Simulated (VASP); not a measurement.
BaTe, 2 atoms in the cell. The structure is cubic, space group Fm-3m (No. 225). The conventional cell has a = 6.910 Å, b = 6.910 Å, c = 6.910 Å, α = 90.00°, β = 90.00°, γ = 90.00°. Within 4.5 Å of Ba (site symmetry m-3m) lie 6 Te at 3.45 Å. Te (site symmetry m-3m) has 6 Ba at 3.45 Å within 4.5 Å.  This cell differs from its parent crystal: volume scaled by 1.04.

* Program: VASP 6.6.1
* Task: single point
* Functional: LDA
* Potentials or basis: VASP PAW LDA potentials, release 64 (Ba_sv, Te)
* Cutoff: 520 eV
* k mesh: 7 × 7 × 7
* Occupations: fermi-dirac, width 0.05 eV
* Spin: no spin polarisation
* Dipole correction: no
* Further INCAR settings: ALGO = Normal; EDIFF = 1e-06; NBANDS = 15

Potentials or basis: VASP PAW LDA potentials, release 64 (Ba_sv, Te).

Launch:

```bash
$ cat potpaw_LDA.64/Ba_sv/POTCAR potpaw_LDA.64/Te/POTCAR > POTCAR
$ mpirun -np 1 vasp_std > vasp.out
```

Hardware: 1 thread of Intel Xeon 8259CL (shared host).

How long does it take, and how much memory?

Run time: 37 s on 1 thread of Intel Xeon 8259CL, with other jobs on the host, peak memory 0.19 GiB. Counts: scf iterations 13, k points 20.
